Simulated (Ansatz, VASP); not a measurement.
## CdSe in VASP and in Ansatz

```
CELL_PARAMETERS angstrom
0.00000 3.06778 3.06778
3.15460 0.00000 3.06778
3.15460 3.06778 0.00000
ATOMIC_POSITIONS crystal
Cd 0.00000 0.00000 0.00000
Se 0.25000 0.25000 0.25000
```

Change from the starting cell: uniaxial_x strain +2.8%.

Alike in both runs: task single point; functional PBE; k mesh 8 × 8 × 8; occupations fermi-dirac, width 0.02 eV; no spin polarisation.

|  | VASP | Ansatz |
| --- | --- | --- |
| version | VASP 6.6.1 | Ansatz 0.2.0 |
| potentials or method | VASP PAW PBE potentials, release 64 (Cd, Se) | plane waves, PAW |
| plane-wave cutoff (eV) | 520 | 420 |
| valence electrons in the cell | 18 | 36 |

```tsv
	VASP	Ansatz	Ansatz less VASP
pressure (GPa)	0.3	0.1	-0.25
traceless stress, the component that is largest in VASP (GPa)	-0.34	-0.34	-0.006
```

With one functional, cell and mesh, what is left measures potentials, basis and numerics. VASP's potentials hold 18 valence electrons a cell and Ansatz's 36, so a difference there can come from the potentials and not from the codes.
